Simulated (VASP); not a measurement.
# In3Se (Pm-3m) in VASP: notebook, part 2 of 2

VASP 6.6.1. The steps go on from the part before.

## (3) Single point, PBEsol (functional PBEsol, strained)

Contents of INCAR:

```
SYSTEM = In3Se
ALGO = Normal ; EDIFF = 1E-6
ENCUT = 520 ; GGA = PS
ISIF = 2 ; ISMEAR = 0
LASPH = .TRUE. ; LCHARG = .FALSE.
LREAL = .FALSE. ; LWAVE = .FALSE.
NBANDS = 30 ; NELM = 80
PREC = Accurate ; SIGMA = 0.1
```

Contents of KPOINTS:

```
k-points
0
G
  10 10 10
  0 0 0
```

Contents of POSCAR:

```
In3Se
1.0
    4.9037242040      0.0000000000      0.0000000000
    0.0000000000      4.9037242040      0.0000000000
    0.0000000000      0.0000000000      4.9037242040
In Se
3 1
Direct
    0.0000000000      0.5000000000      0.5000000000
    0.5000000000      0.0000000000      0.5000000000
    0.5000000000      0.5000000000      0.0000000000
    0.0000000000      0.0000000000      0.0000000000
```

Potentials or basis: VASP PAW PBE potentials, release 64 (In_d, Se).

On the command line:

```
$ cat potpaw_PBE.64/In_d/POTCAR potpaw_PBE.64/Se/POTCAR > POTCAR
$ mpirun -np 1 vasp_std > vasp.out
```

OUTCAR:

```text
SYSTEM = In3Se
   EDIFF = 1E-6
   ENCUT = 520
   GGA = PS
   ISIF = 2
   ISMEAR = 0
   LASPH = .TRUE.
   LREAL = .FALSE.
   NELM = 80
   PREC = Accurate

 ion  position               nearest neighbor table
   1  0.000  0.500  0.500-   2 3.47   3 3.47   3 3.47   2 3.47   2 3.47   3 3.47   3 3.47   2 3.47

   2  0.500  0.000  0.500-   1 3.47   3 3.47   3 3.47   1 3.47   3 3.47   3 3.47   1 3.47   1 3.47

   3  0.500  0.500  0.000-   1 3.47   2 3.47   1 3.47   2 3.47   2 3.47   2 3.47   1 3.47   1 3.47

   4  0.000  0.000  0.000-

  LATTYP: Found a simple cubic cell.
 ALAT       =     4.9037242040

  Lattice vectors:

 A1 = (   4.9037242040,   0.0000000000,   0.0000000000)
 A2 = (   0.0000000000,   4.9037242040,   0.0000000000)
 A3 = (   0.0000000000,   0.0000000000,   4.9037242040)

Analysis of symmetry for initial positions (statically):
=====================================================================
 Subroutine PRICEL returns:
 Original cell was already a primitive cell.
[... 165 lines left out ...]

 Free energy of the ion-electron system (eV)
  ---------------------------------------------------
  ext. energy  EPLUGINS =         0.00000000
  ---------------------------------------------------
  free energy    TOTEN  =       -12.99259579 eV

  energy without entropy =      -12.98298977  energy(sigma->0) =      -12.98779278

 E-fermi :   5.1413     XC(G=0):  -9.6206

 val. band max:        5.1360052414   @ k =   0.5000   0.4000   0.1000
 cond. band min:       5.1413949171   @ k =   0.2000   0.1000   0.1000
 fundamental gap:      0.0053896757
 Fermi energy:         5.1412623075

 k-point     1 :       0.0000    0.0000    0.0000
  band No.  band energies     occupation
      1      -9.4625      2.00000
      2      -9.4625      2.00000
      3      -9.4625      2.00000
      4      -9.4585      2.00000
      5      -9.3563      2.00000
      6      -9.3563      2.00000
[... 781 lines left out ...]
     29       9.7267      0.00000
     30      11.6217      0.00000

 [... further k-points ...]
[... 5 lines left out ...]
  --------------------------------------------------------------------------------------
  -------------------------------------------------------------------------------------
  Total       -3.2605875     -3.2605875     -3.2605875      0.0000000      0.0000000     -0.0000000
  in kB      -44.3025097    -44.3025097    -44.3025097      0.0000000      0.0000000     -0.0000000
  external PRESSURE =     -44.3025097 kB  Pullay stress =       0.0000000 kB

 VOLUME and BASIS-vectors are now :
 -----------------------------------------------------------------------------
  energy-cutoff  :      520.00
  volume of cell :      117.92
      direct lattice vectors                 reciprocal lattice vectors
     4.903724204  0.000000000  0.000000000     0.203926640  0.000000000  0.000000000
     0.000000000  4.903724204  0.000000000     0.000000000  0.203926640  0.000000000
     0.000000000  0.000000000  4.903724204     0.000000000  0.000000000  0.203926640

 POSITION                                       TOTAL-FORCE (eV/Angst)
 -----------------------------------------------------------------------------------
      0.00000      2.45186      2.45186         0.000000      0.000000      0.000000
      2.45186      0.00000      2.45186         0.000000      0.000000      0.000000
      2.45186      2.45186      0.00000         0.000000      0.000000      0.000000
      0.00000      0.00000      0.00000         0.000000      0.000000      0.000000
 -----------------------------------------------------------------------------------
    total drift:                                0.000000      0.000000      0.000000

  FREE ENERGIE OF THE ION-ELECTRON SYSTEM (eV)
  ---------------------------------------------------
  free  energy   TOTEN  =       -12.9925957894 eV

  energy  without entropy=      -12.9829897667  energy(sigma->0) =      -12.98779278
```

OSZICAR:

```text
N       E                     dE             d eps       ncg     rms          rms(c)
DAV:   1     0.396582561450E+03    0.39658E+03   -0.21230E+04  3360   0.183E+03
DAV:   2     0.273651665687E+02   -0.36922E+03   -0.36146E+03  3372   0.438E+02
DAV:   3    -0.115760161433E+02   -0.38941E+02   -0.37787E+02  4280   0.157E+02
DAV:   4    -0.132950426094E+02   -0.17190E+01   -0.17151E+01  3878   0.351E+01
DAV:   5    -0.133676179770E+02   -0.72575E-01   -0.72571E-01  4758   0.637E+00    0.356E+00
DAV:   6    -0.130006204681E+02    0.36700E+00   -0.12135E+00  4856   0.859E+00    0.198E+00
DAV:   7    -0.129983506872E+02    0.22698E-02   -0.16010E-01  3824   0.195E+00    0.862E-01
DAV:   8    -0.129934585932E+02    0.48921E-02   -0.13939E-02  4584   0.595E-01    0.242E-01
DAV:   9    -0.129926061477E+02    0.85245E-03   -0.41026E-03  4514   0.316E-01    0.960E-02
DAV:  10    -0.129925902945E+02    0.15853E-04   -0.58503E-04  4606   0.219E-01    0.329E-02
DAV:  11    -0.129925965407E+02   -0.62462E-05   -0.66806E-05  4488   0.467E-02    0.110E-02
DAV:  12    -0.129925957894E+02    0.75126E-06   -0.72016E-06  3928   0.184E-02
   1 F= -.12992596E+02 E0= -.12987793E+02  d E =-.960602E-02
```

Wall time 51 s (1 thread of Intel Xeon 6975P-C (Granite Rapids), shared host); peak memory 0.31 GiB.

What came out:

```yaml
Free_energy: -12.9926 eV
Pressure: -4.4 GPa
```

Caveat: the cell differs from its parent crystal (functional PBEsol, strained); the PAW data sets were made with another functional, which shifts forces and pressure a little; spin-orbit coupling is left out, which moves the levels of the heavy elements.

## (4) Single point, PBE (strained)

Contents of INCAR:

```
SYSTEM = In3Se
ALGO = Normal
EDIFF = 1E-6
ENCUT = 520
GGA = PE
ISIF = 2
ISMEAR = 0
LASPH = .True.
LCHARG = .False.
LREAL = .False.
LWAVE = .False.
NBANDS = 30
NELM = 100
PREC = Accurate
SIGMA = 0.1
```

Contents of KPOINTS:

```
k-points
0
Gamma
  10 10 10
  0 0 0
```

Contents of POSCAR:

```
In3Se
1.0
    4.9407611782      0.0000000000      0.0000000000
    0.0000000000      4.9407611782      0.0000000000
    0.0000000000      0.0000000000      4.9407611782
In Se
3 1
Direct
    0.0000000000      0.5000000000      0.5000000000
    0.5000000000      0.0000000000      0.5000000000
    0.5000000000      0.5000000000      0.0000000000
    0.0000000000      0.0000000000      0.0000000000
```

On the command line:

```
$ cat potpaw_PBE.64/In_d/POTCAR potpaw_PBE.64/Se/POTCAR > POTCAR
$ mpirun -np 1 vasp_std > vasp.out
```

It took 79 s on 1 thread of Intel Xeon 6975P-C (Granite Rapids), shared host; peak memory 0.34 GiB.

The run converged. Its results:

```
Free energy : -11.5928 eV
Pressure    : -2.6 GPa
```

Levels at points of the mesh, in eV from the Fermi level:
```csv
k point,band 19,band 20,band 21,band 22,band 23,band 24,band 25,band 26
"(0.00, 0.00, 0.00)",-2.88,-2.88,-2.36,-2.36,1.11,1.11,1.11,4.02
"(0.50, 0.00, 0.00)",-2.16,-2.16,-1.93,-0.94,0.05,0.05,1.55,3.36
"(0.50, 0.50, 0.00)",-5.39,-1.72,-0.76,-0.76,-0.69,1.21,1.82,1.83
"(0.50, 0.50, 0.50)",-4.27,-3.68,-3.68,-3.68,-2.86,2.78,2.78,2.78
```

Caveat: the cell differs from its parent crystal (strained); spin-orbit coupling is left out, which moves the levels of the heavy elements.

## (5) Single point, PBE (strained)

Contents of INCAR:

```
  PREC = Accurate
  ENCUT = 520
  EDIFF = 1E-6
  ISMEAR = 0
  SIGMA = 0.1
  LREAL = F
  LASPH = T
  NELM = 100
  ALGO = Normal
  ISIF = 2
  LWAVE = F
  LCHARG = F
  GGA = PE
  NBANDS = 30
```

Contents of KPOINTS:

```
regular mesh
0
Gamma
  10 10 10
```

Contents of POSCAR:

```
In3Se
1.0
    5.0256435820      0.0000000000      0.0000000000
    0.0000000000      5.0256435820      0.0000000000
    0.0000000000      0.0000000000      5.0256435820
In Se
3 1
Direct
    0.0000000000      0.5000000000      0.5000000000
    0.5000000000      0.0000000000      0.5000000000
    0.5000000000      0.5000000000      0.0000000000
    0.0000000000      0.0000000000      0.0000000000
```

On the command line:

```
$ cat potpaw_PBE.64/In_d/POTCAR potpaw_PBE.64/Se/POTCAR > POTCAR
$ mpirun -np 1 vasp_std > vasp.out
```

Run time: 83 s. Hardware: 1 thread of Intel Xeon 6975P-C (Granite Rapids), shared host; peak memory 0.35 GiB.

The run converged. Its results:

```
Free energy : -11.4743 eV
Pressure    : -3.5 GPa
```

Levels at points of the mesh, in eV from the Fermi level:
| k point | band 20 | band 21 | band 22 | band 23 | band 24 | band 25 |
| --- | --- | --- | --- | --- | --- | --- |
| (0.00, 0.00, 0.00) | -2.69 | -2.46 | -2.46 | 1.08 | 1.08 | 1.08 |
| (0.50, 0.00, 0.00) | -2.01 | -2.01 | -0.89 | 0.11 | 0.11 | 1.60 |
| (0.50, 0.50, 0.00) | -1.61 | -0.80 | -0.80 | -0.61 | 1.09 | 1.78 |
| (0.50, 0.50, 0.50) | -3.44 | -3.44 | -3.44 | -2.68 | 2.64 | 2.64 |

Caveat: the cell differs from its parent crystal (strained); spin-orbit coupling is left out, which moves the levels of the heavy elements.

## (6) Overview

```csv
level,cell,smearing,gap on the mesh (eV),pressure (GPa)
PBE,"a = 4.790 Å, 4 atoms",gaussian 0.15 eV,none,-0.1
PBEsol,"a = 4.904 Å, 4 atoms",gaussian 0.1 eV,none,-4.4
PBE,"a = 4.941 Å, 4 atoms",gaussian 0.1 eV,none,-2.6
PBE,"a = 5.026 Å, 4 atoms",gaussian 0.1 eV,none,-3.5
```

Alike in all rows: task single point; potentials or basis VASP PAW PBE potentials, release 64 (In_d, Se); no spin polarisation; k mesh 10 × 10 × 10; cutoff (eV) 520.

Caveats: spin-orbit coupling is left out, which moves the levels of the heavy elements; the PAW data sets were made with another functional, which shifts forces and pressure a little (some runs).

Total energies depend on the potentials used, so only differences within one code and one set of settings carry meaning.
